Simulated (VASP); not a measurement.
# Pt (Fm-3m) in VASP: a series of runs, part 2 of 2

VASP 6.6.1. The steps go on from the part before.

**3. Single point, LDA**

This run uses another cell than the first one, of 13.95 Å³/atom, 1.028 times its volume.

INCAR reads:

```
ALGO = Normal ; EDIFF = 1E-7
ENCUT = 520 ; GGA = CA
ISIF = 2 ; ISMEAR = 1
LASPH = True ; LCHARG = False
LREAL = False ; LWAVE = False
NBANDS = 11 ; NELM = 100
PREC = Accurate ; SIGMA = 0.1
```

KPOINTS reads:

```
k-points
0
Gamma
  13 13 13
```

POSCAR reads:

```
Pt
1.0
    0.0000000000      1.9105981700      1.9105981700
    1.9105981700      0.0000000000      1.9105981700
    1.9105981700      1.9105981700      0.0000000000
Pt
1
Direct
    0.0000000000      0.0000000000      0.0000000000
```

Potentials or basis: VASP PAW LDA potentials, release 64 (Pt).

On the command line:

```sh
$ cat potpaw_LDA.64/Pt/POTCAR > POTCAR
$ mpirun -np 1 vasp_std > vasp.out
```

OUTCAR:

```text
EDIFF = 1E-7
   ENCUT = 520
   GGA = CA
   ISIF = 2
   ISMEAR = 1
   LASPH = True
   LREAL = False
   NELM = 100
   PREC = Accurate

 ion  position               nearest neighbor table
   1  0.000  0.000  0.000-

  LATTYP: Found a face centered cubic cell.
 ALAT       =     3.8211963400

  Lattice vectors:

 A1 = (   0.0000000000,   1.9105981700,   1.9105981700)
 A2 = (   1.9105981700,   0.0000000000,   1.9105981700)
 A3 = (   1.9105981700,   1.9105981700,   0.0000000000)

Analysis of symmetry for initial positions (statically):
=====================================================================
 Subroutine PRICEL returns:
 Original cell was already a primitive cell.

 Routine SETGRP: Setting up the symmetry group for a
 face centered cubic supercell.

 Subroutine GETGRP returns: Found 48 space group operations
 (whereof 48 operations were pure point group operations)
 out of a pool of 48 trial point group operations.

The static configuration has the point symmetry O_h .

Analysis of symmetry for dynamics (positions and initial velocities):
=====================================================================
 Subroutine PRICEL returns:
 Original cell was already a primitive cell.

 Routine SETGRP: Setting up the symmetry group for a
 face centered cubic supercell.

 Subroutine GETGRP returns: Found 48 space group operations
 (whereof 48 operations were pure point group operations)
 out of a pool of 48 trial point group operations.

The dynamic configuration has the point symmetry O_h .

 Subroutine INISYM returns: Found 48 space group operations
 (whereof 48 operations are pure point group operations),
 and found     1 'primitive' translations

----------------------------------------------------------------------------------------

                                     Primitive cell

  volume of cell :      13.9488

  direct lattice vectors                    reciprocal lattice vectors
     0.000000000  1.910598170  1.910598170    -0.261698147  0.261698147  0.261698147
[... 106 lines left out ...]
  Fermi-wavevector in a.u.,A,eV,Ry     =   1.465195  2.768817 29.208944  2.146797
  Thomas-Fermi vector in A             =   2.581081
   LORBIT       =      0    0 simple, 1 ext, 2 COOP (PROOUT), +10 PAW based schemes
   GGA     = CA    functional components
   LHFCALC =     F    Hartree Fock is set to
   AEXX    =    0.0000 exact exchange contribution
   IVDW    =     0    specifies the selected vdW correction
   LEPSILON=     F    determine dielectric tensor
   LRPA    =     F    only Hartree local field effects (RPA)
 non-spin polarized calculation
 Methfessel and Paxton  Order N= 1 SIGMA  =   0.10
  energy-cutoff  :      520.00
  volume of cell :       13.95
 maximum number of plane-waves:       384
   NGX =  9   NGY =  9   NGZ =  9

 number of electron      10.0000000 magnetization

 number of electron       9.9999999 magnetization

 Free energy of the ion-electron system (eV)
  ---------------------------------------------------
  ext. energy  EPLUGINS =         0.00000000
  ---------------------------------------------------
  free energy    TOTEN  =        -7.44397706 eV

  energy without entropy =       -7.44268365  energy(sigma->0) =       -7.44354593

 E-fermi :  12.7324     XC(G=0): -14.1450

 val. band max:       12.7307086022   @ k =  -0.4615   0.3077   0.0769
 cond. band min:      12.7354457884   @ k =   0.4615   0.4615   0.0000
 fundamental gap:      0.0047371862
 Fermi energy:        12.7323569270

 k-point     1 :       0.0000    0.0000    0.0000
  band No.  band energies     occupation
      1       1.5776      2.00000
      2       8.3915      2.00000
      3       8.3915      2.00000
      4       8.3915      2.00000
      5      10.8805      2.00000
      6      10.8805      2.00000
      7      27.0830      0.00000
      8      32.4569      0.00000
      9      32.4569      0.00000
     10      32.4569      0.00000
     11      38.2065      0.00000
[... 309 lines left out ...]
 k-point    24 :       0.4615    0.1538    0.0000
  band No.  band energies     occupation
      1       5.2285      2.00000
      2       7.7855      2.00000
      3       8.8216      2.00000
      4       9.1565      2.00000
      5      12.8528     -0.07078
      6      14.2711     -0.00000
      7      20.8315      0.00000
      8      28.2666      0.00000
      9      30.8398      0.00000
     10      32.0234      0.00000
     11      40.4951      0.00000

 [... further k-points ...]
[... 5 lines left out ...]
  --------------------------------------------------------------------------------------
  -------------------------------------------------------------------------------------
  Total        1.8295977      1.8295977      1.8295977      0.0000000      0.0000000      0.0000000
  in kB      210.1493888    210.1493888    210.1493888      0.0000000      0.0000000      0.0000000
  external PRESSURE =     210.1493888 kB  Pullay stress =       0.0000000 kB

 VOLUME and BASIS-vectors are now :
 -----------------------------------------------------------------------------
  energy-cutoff  :      520.00
  volume of cell :       13.95
      direct lattice vectors                 reciprocal lattice vectors
     0.000000000  1.910598170  1.910598170    -0.261698147  0.261698147  0.261698147
     1.910598170  0.000000000  1.910598170     0.261698147 -0.261698147  0.261698147
     1.910598170  1.910598170  0.000000000     0.261698147  0.261698147 -0.261698147

 POSITION                                       TOTAL-FORCE (eV/Angst)
 -----------------------------------------------------------------------------------
      0.00000      0.00000      0.00000         0.000000     -0.000000     -0.000000
 -----------------------------------------------------------------------------------
    total drift:                                0.000000      0.000000     -0.000000

  FREE ENERGIE OF THE ION-ELECTRON SYSTEM (eV)
  ---------------------------------------------------
  free  energy   TOTEN  =        -7.4439770631 eV

  energy  without entropy=       -7.4426836539  energy(sigma->0) =       -7.44354593
```

OSZICAR:

```text
N       E                     dE             d eps       ncg     rms          rms(c)
DAV:   1     0.405760730870E+02    0.40576E+02   -0.53983E+03  1856   0.850E+02
DAV:   2    -0.723890761287E+01   -0.47815E+02   -0.46145E+02  2121   0.184E+02
DAV:   3    -0.786880426608E+01   -0.62990E+00   -0.62634E+00  2160   0.200E+01
DAV:   4    -0.787114669699E+01   -0.23424E-02   -0.23423E-02  2136   0.143E+00
DAV:   5    -0.787116322858E+01   -0.16532E-04   -0.16533E-04  2184   0.111E-01    0.167E+01
DAV:   6    -0.750460808897E+01    0.36656E+00   -0.72476E-01  1986   0.692E+00    0.866E+00
DAV:   7    -0.744920575210E+01    0.55402E-01   -0.17042E-01  2142   0.323E+00    0.263E+00
DAV:   8    -0.744414375275E+01    0.50620E-02   -0.80950E-03  2036   0.857E-01    0.581E-01
DAV:   9    -0.744397289709E+01    0.17086E-03   -0.11505E-04  2091   0.104E-01    0.134E-02
DAV:  10    -0.744397702139E+01   -0.41243E-05   -0.26270E-06  2244   0.110E-02    0.234E-03
DAV:  11    -0.744397706312E+01   -0.41735E-07   -0.47749E-08  1842   0.196E-03
   1 F= -.74439771E+01 E0= -.74435459E+01  d E =-.129341E-02
```

stdout:

```text
POSCAR found type information on POSCAR Pt
 POSCAR found :  1 types and       1 ions
 scaLAPACK will be used
 LDA part: xc-table for (Slater(with rela. corr.)+CA(PZ))
 , standard interpolation
 POSCAR, INCAR and KPOINTS ok, starting setup
 FFT: planning ... GRIDC
 FFT: planning ... GRID_SOFT
 FFT: planning ... GRID
 WAVECAR not read
 entering main loop
```

Run time: 9.9 s. Hardware: 1 thread of Intel Xeon 6975P-C, shared host; peak memory 0.13 GiB.

Results:

| Property | Result |
| --- | --- |
| Free energy | -7.4440 eV |
| Pressure | 21.0 GPa |
| Band gap on the k mesh | zero (band 5 reaches 13.22 eV, above the bottom of band 6 at 10.74 eV) |

Levels at points of the mesh, in eV from the Fermi level:
```tsv
k point	band 1	band 2	band 3	band 4	band 5	band 6	band 7	band 8	band 9	band 10
(0.00, 0.00, 0.00)	-11.15	-4.34	-4.34	-4.34	-1.85	-1.85	14.35	19.72	19.72	19.72
```

Caveat: spin-orbit coupling is left out, which moves the levels of the heavy elements.

**4. Single point, LDA**

This run uses another cell than the first one, of 14.33 Å³/atom, 1.056 times its volume.

INCAR reads:

```
SYSTEM = Pt
ALGO = Normal
EDIFF = 1E-7
ENCUT = 520
GGA = CA
ISIF = 2
ISMEAR = 1
LASPH = .True.
LCHARG = .False.
LREAL = .False.
LWAVE = .False.
NBANDS = 11
NELM = 80
PREC = Accurate
SIGMA = 0.1
```

KPOINTS reads:

```
k-points
0
Gamma
  13 13 13
  0 0 0
```

POSCAR reads:

```
Pt
1.0
    0.0000000000      1.9276579849      1.9276579849
    1.9276579849      0.0000000000      1.9276579849
    1.9276579849      1.9276579849      0.0000000000
Pt
1
Direct
    0.0000000000      0.0000000000      0.0000000000
```

On the command line:

```sh
$ cat potpaw_LDA.64/Pt/POTCAR > POTCAR
$ mpirun -np 1 vasp_std > vasp.out
```

Wall time 9.5 s (1 thread of Intel Xeon 6975P-C, shared host); peak memory 0.13 GiB.

Results (log left out):

```yaml
Free_energy: -7.4812 eV
Pressure: 10.6 GPa
Band_gap_on_the_k_mesh: zero (band 5 reaches 12.63 eV, above the bottom of band 6 at 10.27 eV)
```

Levels at points of the mesh, in eV from the Fermi level:
```
           k point  band 2  band 3  band 4  band 5  band 6  band 7  band 8  band 9
(0.00, 0.00, 0.00)   -4.16   -4.16   -4.16   -1.77   -1.77   14.46   19.67   19.67
```

Caveat: spin-orbit coupling is left out, which moves the levels of the heavy elements.

**5. Single point, LDA**

This run uses another cell than the first one, of 14.70 Å³/atom, 1.083 times its volume.

INCAR reads:

```
ALGO = Normal ; EDIFF = 1E-7
ENCUT = 520 ; GGA = CA
ISIF = 2 ; ISMEAR = 1
LASPH = T ; LCHARG = F
LREAL = F ; LWAVE = F
NBANDS = 11 ; NELM = 80
PREC = Accurate ; SIGMA = 0.1
```

KPOINTS reads:

```
k-points
0
Gamma
  13 13 13
```

POSCAR reads:

```
Pt
1.0
    0.0000000000      1.9444210696      1.9444210696
    1.9444210696      0.0000000000      1.9444210696
    1.9444210696      1.9444210696      0.0000000000
Pt
1
Direct
    0.0000000000      0.0000000000      0.0000000000
```

On the command line:

```sh
$ cat potpaw_LDA.64/Pt/POTCAR > POTCAR
$ mpirun -np 1 vasp_std > vasp.out
```

Wall time 9.6 s (1 thread of Intel Xeon 6975P-C, shared host); peak memory 0.13 GiB.

It converged, with:

* Free energy: -7.4959 eV
* Pressure: 1.8 GPa
* Band gap on the k mesh: zero (band 5 reaches 12.08 eV, above the bottom of band 6 at 9.82 eV)

Levels at points of the mesh, in eV from the Fermi level:
| k point | band 3 | band 4 | band 5 | band 6 | band 7 | band 8 |
| --- | --- | --- | --- | --- | --- | --- |
| (0.00, 0.00, 0.00) | -3.98 | -3.98 | -1.70 | -1.70 | 14.55 | 19.62 |

Caveat: spin-orbit coupling is left out, which moves the levels of the heavy elements.

**6. Single point, LDA**

This run uses another cell than the first one, of 15.08 Å³/atom, 1.111 times its volume.

INCAR reads:

```
PREC = Accurate ; ENCUT = 520
EDIFF = 1E-6 ; ISMEAR = 1
SIGMA = 0.1 ; LREAL = False
LASPH = True ; NELM = 80
ALGO = Normal ; ISIF = 2
LWAVE = False ; LCHARG = True
GGA = CA ; LELF = True
LVHAR = True ; NBANDS = 11
```

KPOINTS reads:

```
Automatic mesh
0
Gamma
  13 13 13
```

POSCAR reads:

```
Pt
1.0
    0.0000000000      1.9609000000      1.9609000000
    1.9609000000      0.0000000000      1.9609000000
    1.9609000000      1.9609000000      0.0000000000
Pt
1
Direct
    0.0000000000      0.0000000000      0.0000000000
```

Potentials or basis: VASP PAW LDA potentials, release 64 (Pt).

On the command line:

```sh
$ cat potpaw_LDA.64/Pt/POTCAR > POTCAR
$ mpirun -np 1 vasp_std > vasp.out
```

It took 10 s on 1 thread of Intel Xeon 6975P-C, shared host; peak memory 0.14 GiB.

The run converged. Its results:

- Free energy: -7.4913 eV
- Pressure: -5.7 GPa
- Band gap on the k mesh: zero (band 5 reaches 11.55 eV, above the bottom of band 6 at 9.39 eV)

Levels at points of the mesh, in eV from the Fermi level:
| k point | band 2 | band 3 | band 4 | band 5 | band 6 | band 7 | band 8 | band 9 |
| --- | --- | --- | --- | --- | --- | --- | --- | --- |
| (0.00, 0.00, 0.00) | -3.82 | -3.82 | -3.82 | -1.63 | -1.63 | 14.63 | 19.55 | 19.55 |

Caveat: spin-orbit coupling is left out, which moves the levels of the heavy elements.

**7. Overview**

```csv
cell,gap on the mesh (eV),pressure (GPa)
"a = 2.677 Å, angles 60.0°, 1 atom",none,33.2
"a = 2.702 Å, angles 60.0°, 1 atom",none,21.0
"a = 2.726 Å, angles 60.0°, 1 atom",none,10.6
"a = 2.750 Å, angles 60.0°, 1 atom",none,1.8
"a = 2.773 Å, angles 60.0°, 1 atom",none,-5.7
```

Alike in all rows: task single point; level LDA; potentials or basis VASP PAW LDA potentials, release 64 (Pt); no spin polarisation; k mesh 13 × 13 × 13; cutoff (eV) 520; smearing methfessel-paxton 0.1 eV.

Caveats: spin-orbit coupling is left out, which moves the levels of the heavy elements.

Total energies depend on the potentials used, so only differences within one code and one set of settings carry meaning.
